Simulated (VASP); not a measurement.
Here is a VASP 6.6.1 calculation.

The input POSCAR:

```
Si
1.0
   -0.0755118157      2.7282706468      2.7282706468
    2.7282706468     -0.0755118157      2.7282706468
    2.7282706468      2.7282706468     -0.0755118157
Si
2
Direct
   -0.0016041212     -0.0016041212     -0.0016041212
    0.2516041212      0.2516041212      0.2516041212
```

File INCAR.step1:

```
SYSTEM = Si
PREC = Accurate
ENCUT = 520
EDIFF = 1E-5
ISMEAR = 0
SIGMA = 0.01
LREAL = .FALSE.
LASPH = .TRUE.
NELM = 60
ALGO = Normal
ISIF = 2
LWAVE = .TRUE.
GGA = PE
NBANDS = 11
```

Contents of INCAR.step2:

```
SYSTEM = Si
PREC = Accurate
ENCUT = 520
EDIFF = 1E-6
ISMEAR = 0
SIGMA = 0.01
LREAL = .FALSE.
LASPH = .TRUE.
NELM = 60
ALGO = Normal
ISIF = 2
LWAVE = .FALSE.
LCHARG = .TRUE.
GGA = PE
LHFCALC = .TRUE.
HFSCREEN = 0.2079
PRECFOCK = Normal
LELF = .TRUE.
LVHAR = .TRUE.
ISTART = 1
NBANDS = 11
```

KPOINTS

```
Automatic mesh
0
G
  6 6 6
  0 0 0
```

Potentials or basis: VASP PAW PBE potentials, release 64 (Si).

Launch:

```sh
$ cat potpaw_PBE.64/Si/POTCAR > POTCAR
$ cp INCAR.step1 INCAR
$ mpirun -np 1 vasp_std > vasp.out
$ cp INCAR.step2 INCAR
$ mpirun -np 1 vasp_std > vasp.out
```

Q: Predict the band gap on the k mesh.

A: 0.99 eV (least direct gap 2.93 eV).

Q: Estimate the largest force.

A: 0.004 eV/Å.

Q: What does it give for the pressure?

A: -4.7 GPa.

Stress tensor (GPa, compression positive):
```
-4.67  2.10  2.10
 2.10 -4.67  2.10
 2.10  2.10 -4.67
```

Caveat: the cell differs from its parent crystal (epitaxial 111 strain +3.0%); the cell stands under tension; the PAW data sets were made with another functional, which shifts forces and pressure a little. A k mesh can miss the band edges.
